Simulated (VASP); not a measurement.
# MgS (P6_3mc) in VASP: a series of runs

The runs below take MgS through single point, with PBE.

Program: VASP 6.6.1. These are calculated values, not measurements. Logs are shortened: lines on timing, memory, paths and dates and some standing lists are left out, and cuts for length are marked.

### Step 1. The cell of the first run

Symmetry: P6_3mc, No. 186, hexagonal system. Conventional cell: a = 4.029 Å, b = 4.029 Å, c = 6.454 Å, α = 90.00°, β = 90.00°, γ = 120.00°. Within 3.2 Å of Mg (site symmetry 3m) lie 4 S at 2.45 to 2.46 Å. S (site symmetry 3m) has 4 Mg at 2.45 to 2.46 Å within 3.2 Å.

### Step 2. Single point, PBE

Contents of INCAR:

```
ALGO = Normal ; EDIFF = 1E-7
ENCUT = 520 ; GGA = PE
ISIF = 2 ; ISMEAR = 0
LASPH = True ; LCHARG = True
LELF = True ; LREAL = False
LVHAR = True ; LWAVE = False
NBANDS = 16 ; NELM = 60
PREC = Accurate ; SIGMA = 0.01
```

Contents of KPOINTS:

```
k-points
0
Gamma
  6 6 4
```

Contents of POSCAR:

```
MgS
1.0
    4.0286256320      0.0000000000      0.0000000000
   -2.0143128160      3.4888921397      0.0000000000
    0.0000000000      0.0000000000      6.4543927776
Mg S
2 2
Direct
    0.3333333333      0.6666666667     -0.0028727191
    0.6666666667      0.3333333333      0.4971272809
    0.3333333333      0.6666666667      0.3778727191
    0.6666666667      0.3333333333      0.8778727191
```

Potentials or basis: VASP PAW PBE potentials, release 64 (Mg, S).

Command:

```console
$ cat potpaw_PBE.64/Mg/POTCAR potpaw_PBE.64/S/POTCAR > POTCAR
$ mpirun -np 1 vasp_std > vasp.out
```

OUTCAR:

```text
EDIFF = 1E-7
   ENCUT = 520
   GGA = PE
   ISIF = 2
   ISMEAR = 0
   LASPH = True
   LREAL = False
   NELM = 60
   PREC = Accurate

 ion  position               nearest neighbor table
   1  0.333  0.667  0.997-   4 2.45   4 2.45   4 2.45   3 2.46
   2  0.667  0.333  0.497-   3 2.45   3 2.45   3 2.45   4 2.46
   3  0.333  0.667  0.378-   2 2.45   2 2.45   2 2.45   1 2.46
   4  0.667  0.333  0.878-   1 2.45   1 2.45   1 2.45   2 2.46

  LATTYP: Found a hexagonal cell.
 ALAT       =     4.0286256320
 C/A-ratio  =     1.6021326793

  Lattice vectors:

 A1 = (   4.0286256320,   0.0000000000,   0.0000000000)
 A2 = (  -2.0143128160,   3.4888921397,   0.0000000000)
 A3 = (   0.0000000000,   0.0000000000,   6.4543927776)

Analysis of symmetry for initial positions (statically):
=====================================================================
 Subroutine PRICEL returns:
 Original cell was already a primitive cell.

 Routine SETGRP: Setting up the symmetry group for a
 hexagonal supercell.

 Subroutine GETGRP returns: Found 12 space group operations
 (whereof  6 operations were pure point group operations)
 out of a pool of 24 trial point group operations.

The static configuration has the point symmetry C_3v.
 The point group associated with its full space group is C_6v.

Analysis of symmetry for dynamics (positions and initial velocities):
=====================================================================
 Subroutine PRICEL returns:
 Original cell was already a primitive cell.

 Routine SETGRP: Setting up the symmetry group for a
 hexagonal supercell.

 Subroutine GETGRP returns: Found 12 space group operations
 (whereof  6 operations were pure point group operations)
 out of a pool of 24 trial point group operations.

The dynamic configuration has the point symmetry C_3v.
 The point group associated with its full space group is C_6v.

 Subroutine INISYM returns: Found 12 space group operations
 (whereof  6 operations are pure point group operations),
 and found     1 'primitive' translations

----------------------------------------------------------------------------------------

                                     Primitive cell

  volume of cell :      90.7193

  direct lattice vectors                    reciprocal lattice vectors
     4.028625632  0.000000000  0.000000000     0.248223611  0.143311968  0.000000000
    -2.014312816  3.488892140  0.000000000     0.000000000  0.286623937  0.000000000
     0.000000000  0.000000000  6.454392778     0.000000000  0.000000000  0.154933242

  length of vectors
     4.028625632  4.028625632  6.454392778     0.286623937  0.286623937  0.154933242

  position of ions in fractional coordinates (direct lattice)
     0.333333333  0.666666667  0.997127281
     0.666666667  0.333333333  0.497127281
     0.333333333  0.666666667  0.377872719
     0.666666667  0.333333333  0.877872719

  ion indices of the primitive-cell ions
   primitive index   ion index
                 1           1
                 2           2
                 3           3
                 4           4

----------------------------------------------------------------------------------------

 KPOINTS: k-points

Automatic generation of k-mesh.
 Grid dimensions read from file:
 generate k-points for:    6    6    4

 Generating k-lattice:

  Cartesian coordinates                     Fractional coordinates (reciprocal lattice)
     0.041370602  0.023885328  0.000000000     0.166666667  0.000000000  0.000000000
     0.000000000  0.047770656  0.000000000     0.000000000  0.166666667  0.000000000
     0.000000000  0.000000000  0.038733311     0.000000000  0.000000000  0.250000000

  Length of vectors
     0.047770656  0.047770656  0.038733311

  Shift w.r.t. Gamma in fractional coordinates (k-lattice)
     0.000000000  0.000000000  0.000000000

 Subroutine IBZKPT returns following result:
 ===========================================

 Found     21 irreducible k-points:

 Following reciprocal coordinates:
            Coordinates               Weight
  0.000000  0.000000  0.000000      1.000000
  0.166667  0.000000  0.000000      6.000000
  0.333333  0.000000  0.000000      6.000000
  0.500000  0.000000  0.000000      3.000000
  0.166667  0.166667  0.000000      6.000000
  0.333333  0.166667  0.000000     12.000000
[... 13 lines left out ...]
  0.333333  0.166667  0.500000     12.000000
  0.333333  0.333333  0.500000      2.000000
   k-points           NKPTS =     21   k-points in BZ     NKDIM =     21   number of bands    NBANDS=     16
   number of dos      NEDOS =    301   number of ions     NIONS =      4
   total plane-waves  NPLWV =  43200
   dimension x,y,z NGX =    30 NGY =   30 NGZ =   48
   dimension x,y,z NGXF=    60 NGYF=   60 NGZF=   96
   ions per type =               2   2
   NGX,Y,Z   is equivalent  to a cutoff of  12.38, 12.38, 12.36 a.u.
   NGXF,Y,Z  is equivalent  to a cutoff of  24.76, 24.76, 24.73 a.u.
 SYSTEM =  unknown system
   PREC   = accura    normal or accurate (medium, high low for compatibility)
   ISTART =      0    job   : 0-new  1-cont  2-samecut
   ICHARG =      2    charge: 1-file 2-atom 10-const
   ISPIN  =      1    spin polarized calculation?
   LNONCOLLINEAR =      F non collinear calculations
   LSORBIT =      F    spin-orbit coupling
   LASPH  =      T    aspherical Exc in radial PAW
   ENCUT  =  520.0 eV  38.22 Ry    6.18 a.u.   7.49  7.49 12.00*2*pi/ulx,y,z
   NELM   =     60;   NELMIN=  2; NELMDL= -5     # of ELM steps
   EDIFF  = 0.1E-06   stopping-criterion for ELM
   LREAL  =      F    real-space projection
   EDIFFG = 0.1E-05   stopping-criterion for IOM
   NSW    =      0    number of steps for IOM
   IBRION =     -1    ionic relax: 0-MD 1-quasi-New 2-CG
   NFREE  =      0    steps in history (QN), initial steepest desc. (CG)
   ISIF   =      2    stress and relaxation
   ISYM   =      2    0-nonsym 1-usesym 2-fastsym
   POTIM  = 0.5000    time-step for ionic-motion
   TEBEG  =    0.0;   TEEND  =   0.0 temperature during run
   PSTRESS=    0.0 pullay stress
   NELECT =      16.0000    total number of electrons
   NUPDOWN=      -1.0000    fix difference up-down
   EMIN   =  10.00;   EMAX   =-10.00  energy-range for DOS
   EFERMI =   0.00;   METHOD = LEGACY
   ISMEAR =     0;   SIGMA  =   0.01  broadening in eV -4-tet -1-fermi 0-gaus
   EFERMI_NEDOS =   21; number of points for ismear=-14 and -15
   IALGO  =     38    algorithm
   IMIX   =      4    mixing-type and parameters
     AMIX     =   0.40;   BMIX     =  1.00
     AMIX_MAG =   1.60;   BMIX_MAG =  1.00
  volume/ion in A,a.u.               =      22.68       153.05
  Fermi-wavevector in a.u.,A,eV,Ry     =   0.918082  1.734924 11.468008  0.842875
  Thomas-Fermi vector in A             =   2.043124
   LORBIT       =      0    0 simple, 1 ext, 2 COOP (PROOUT), +10 PAW based schemes
   GGA     = PE    functional components
   LHFCALC =     F    Hartree Fock is set to
   AEXX    =    0.0000 exact exchange contribution
   IVDW    =     0    specifies the selected vdW correction
   LEPSILON=     F    determine dielectric tensor
   LRPA    =     F    only Hartree local field effects (RPA)
 non-spin polarized calculation
 Gauss-broadening in eV      SIGMA  =   0.01
  energy-cutoff  :      520.00
  volume of cell :       90.72
 maximum number of plane-waves:      2463
 NGX is ok and might be reduce to    30
   NGX = 15   NGY = 15   NGZ = 25

 number of electron      16.0000003 magnetization

 Free energy of the ion-electron system (eV)
  ---------------------------------------------------
  ext. energy  EPLUGINS =         0.00000000
  ---------------------------------------------------
  free energy    TOTEN  =       -16.97598726 eV

  energy without entropy =      -16.97598726  energy(sigma->0) =      -16.97598726

 E-fermi :   1.2269     XC(G=0):  -8.3813

 val. band max:        1.1600497678   @ k =   0.0000   0.0000   0.0000
 cond. band min:       4.6250607763   @ k =   0.0000   0.0000   0.0000
 fundamental gap:      3.4650110085
 Fermi energy:         1.2269412068

 k-point     1 :       0.0000    0.0000    0.0000
  band No.  band energies     occupation
      1     -10.2139      2.00000
      2      -9.4928      2.00000
      3      -2.0398      2.00000
      4       0.6374      2.00000
      5       0.6374      2.00000
      6       1.0479      2.00000
[... 8 lines left out ...]
     15       9.7056      0.00000
     16      10.2914      0.00000

 k-point     2 :       0.1667    0.0000    0.0000
  band No.  band energies     occupation
      1     -10.0809      2.00000
      2      -9.4284      2.00000
      3      -1.8274      2.00000
      4      -0.1246      2.00000
      5       0.2625      2.00000
      6       0.4322      2.00000
[... 8 lines left out ...]
     15       9.8191      0.00000
     16       9.9278      0.00000

 k-point     3 :       0.3333    0.0000    0.0000
  band No.  band energies     occupation
      1      -9.7649      2.00000
      2      -9.3201      2.00000
      3      -1.4087      2.00000
      4      -1.1482      2.00000
      5      -0.7856      2.00000
      6       0.1063      2.00000
[... 8 lines left out ...]
     15       9.8128      0.00000
     16      11.3550      0.00000

 k-point     4 :       0.5000    0.0000    0.0000
  band No.  band energies     occupation
      1      -9.5474      2.00000
      2      -9.3081      2.00000
      3      -1.8128      2.00000
      4      -1.2519      2.00000
      5      -0.6978      2.00000
      6      -0.0326      2.00000
[... 8 lines left out ...]
     15      10.2249      0.00000
     16      12.2964      0.00000

 k-point     5 :       0.1667    0.1667    0.0000
  band No.  band energies     occupation
      1      -9.8541      2.00000
      2      -9.3417      2.00000
      3      -1.4474      2.00000
      4      -0.7338      2.00000
      5      -0.7295      2.00000
      6       0.1432      2.00000
[... 8 lines left out ...]
     15      10.1388      0.00000
     16      10.3975      0.00000

 k-point     6 :       0.3333    0.1667    0.0000
  band No.  band energies     occupation
      1      -9.5576      2.00000
      2      -9.3003      2.00000
      3      -1.5405      2.00000
      4      -1.1321      2.00000
      5      -0.7267      2.00000
      6      -0.4013      2.00000
[... 8 lines left out ...]
     15      10.0666      0.00000
     16      11.5227      0.00000
[... 210 lines left out ...]
 k-point    18 :       0.5000    0.0000    0.5000
  band No.  band energies     occupation
      1      -9.4251      2.00000
      2      -9.4251      2.00000
      3      -1.9132      2.00000
      4      -1.9132      2.00000
      5       0.3124      2.00000
      6       0.3124      2.00000
[... 8 lines left out ...]
     15      10.5968      0.00000
     16      10.5968      0.00000

 k-point    19 :       0.1667    0.1667    0.5000
  band No.  band energies     occupation
      1      -9.6096      2.00000
      2      -9.6096      2.00000
      3      -1.2665      2.00000
      4      -1.2665      2.00000
      5       0.1632      2.00000
      6       0.1632      2.00000
[... 8 lines left out ...]
     15      10.0942      0.00000
     16      10.0942      0.00000

 k-point    20 :       0.3333    0.1667    0.5000
  band No.  band energies     occupation
      1      -9.4271      2.00000
      2      -9.4271      2.00000
      3      -1.7128      2.00000
      4      -1.7128      2.00000
      5      -0.2386      2.00000
      6      -0.2386      2.00000
[... 8 lines left out ...]
     15      10.5749      0.00000
     16      10.5749      0.00000

 k-point    21 :       0.3333    0.3333    0.5000
  band No.  band energies     occupation
      1      -9.3643      2.00000
      2      -9.3643      2.00000
      3      -1.5986      2.00000
      4      -1.5986      2.00000
      5      -0.7943      2.00000
      6      -0.7943      2.00000
[... 8 lines left out ...]
     15      10.5022      0.00000
     16      10.5022      0.00000

------------------------ aborting loop because EDIFF is reached ----------------------------------------

  FORCE on cell =-STRESS in cart. coord.  units (eV):
  Direction    XX          YY          ZZ          XY          YZ          ZX
  --------------------------------------------------------------------------------------
  -------------------------------------------------------------------------------------
  Total        0.5273199      0.5273199      0.4965953     -0.0000000      0.0000000      0.0000000
  in kB        9.3128994      9.3128994      8.7702782     -0.0000000      0.0000000      0.0000000
  external PRESSURE =       9.1320256 kB  Pullay stress =       0.0000000 kB

 VOLUME and BASIS-vectors are now :
 -----------------------------------------------------------------------------
  energy-cutoff  :      520.00
  volume of cell :       90.72
      direct lattice vectors                 reciprocal lattice vectors
     4.028625632  0.000000000  0.000000000     0.248223611  0.143311968  0.000000000
    -2.014312816  3.488892140  0.000000000     0.000000000  0.286623937  0.000000000
     0.000000000  0.000000000  6.454392778     0.000000000  0.000000000  0.154933242

 POSITION                                       TOTAL-FORCE (eV/Angst)
 -----------------------------------------------------------------------------------
     -0.00000      2.32593      6.43585        -0.000000      0.000000     -0.003792
      2.01431      1.16296      3.20865         0.000000     -0.000000     -0.003792
     -0.00000      2.32593      2.43894        -0.000000      0.000000      0.003792
      2.01431      1.16296      5.66614         0.000000     -0.000000      0.003792
 -----------------------------------------------------------------------------------
    total drift:                               -0.000000      0.000000      0.000479

  FREE ENERGIE OF THE ION-ELECTRON SYSTEM (eV)
  ---------------------------------------------------
  free  energy   TOTEN  =       -16.9759872593 eV

  energy  without entropy=      -16.9759872593  energy(sigma->0) =      -16.97598726
```

Run time: 29 s. Hardware: 1 thread of Intel Xeon Platinum 8488C (Sapphire Rapids), shared host; peak memory 0.19 GiB.

Results:

```yaml
Free_energy: -16.9760 eV
Pressure: 0.9 GPa
Largest_force: 0.004 eV/Å
Band_gap_on_the_k_mesh: 3.47 eV, direct
```

Forces on the atoms (eV/Å):
```
Mg   0.000  0.000 -0.004
Mg   0.000  0.000 -0.004
S    0.000  0.000  0.004
S    0.000  0.000  0.004
```

Levels at points of the mesh, in eV from the valence-band top:
| k point | band 4 | band 5 | band 6 | band 7 | band 8 | band 9 | band 10 | band 11 | band 12 | band 13 |
| --- | --- | --- | --- | --- | --- | --- | --- | --- | --- | --- |
| (0.00, 0.00, 0.00) | -0.52 | -0.52 | -0.11 | -0.11 | 0.00 | 3.47 | 4.73 | 7.54 | 7.54 | 8.20 |
| (0.50, 0.00, 0.00) | -2.41 | -1.86 | -1.19 | -0.91 | -0.43 | 4.77 | 5.22 | 5.82 | 7.52 | 8.32 |
| (0.00, 0.00, 0.50) | -1.90 | -0.32 | -0.32 | -0.32 | -0.32 | 4.95 | 4.95 | 7.62 | 7.62 | 7.68 |
| (0.50, 0.00, 0.50) | -3.07 | -0.85 | -0.85 | -0.79 | -0.79 | 4.67 | 4.67 | 6.32 | 6.32 | 9.24 |

### Step 3. Single point, PBE

Contents of INCAR:

```
SYSTEM = MgS
ALGO = Normal
EDIFF = 1E-6
ENCUT = 520
GGA = PE
ISIF = 2
ISMEAR = 0
LASPH = .TRUE.
LCHARG = .FALSE.
LREAL = .FALSE.
LWAVE = .FALSE.
NBANDS = 16
NELM = 60
PREC = Accurate
SIGMA = 0.01
```

Contents of KPOINTS:

```
k-points
0
G
  6 6 4
  0 0 0
```

POSCAR is that of step 2.

Potentials or basis: VASP PAW PBE potentials, release 64 (Mg, S).

Command:

```console
$ cat potpaw_PBE.64/Mg/POTCAR potpaw_PBE.64/S/POTCAR > POTCAR
$ mpirun -np 1 vasp_std > vasp.out
```

It took 24 s on 1 thread of Intel Xeon Platinum 8488C (Sapphire Rapids), shared host; peak memory 0.2 GiB.

The run converged. Its results:

| Item | Value |
| --- | --- |
| Free energy | -16.9760 eV |
| Pressure | 0.9 GPa |
| Largest force | 0.004 eV/Å |
| Band gap on the k mesh | 3.47 eV, direct |

Forces in eV/Å, atoms in the order of the input:
```
Mg   0.000  0.000 -0.004
Mg   0.000  0.000 -0.004
S    0.000  0.000  0.004
S    0.000  0.000  0.004
```

Levels at points of the mesh, in eV from the valence-band top:
| k point | band 5 | band 6 | band 7 | band 8 | band 9 | band 10 | band 11 | band 12 |
| --- | --- | --- | --- | --- | --- | --- | --- | --- |
| (0.00, 0.00, 0.00) | -0.52 | -0.11 | -0.11 | 0.00 | 3.47 | 4.73 | 7.54 | 7.54 |
| (0.50, 0.00, 0.00) | -1.86 | -1.19 | -0.91 | -0.43 | 4.77 | 5.22 | 5.82 | 7.52 |
| (0.00, 0.00, 0.50) | -0.32 | -0.32 | -0.32 | -0.32 | 4.95 | 4.95 | 7.62 | 7.62 |
| (0.50, 0.00, 0.50) | -0.85 | -0.85 | -0.79 | -0.79 | 4.67 | 4.67 | 6.32 | 6.32 |

Expect the measured gap to be larger: semilocal functionals such as PBE lack the derivative discontinuity.
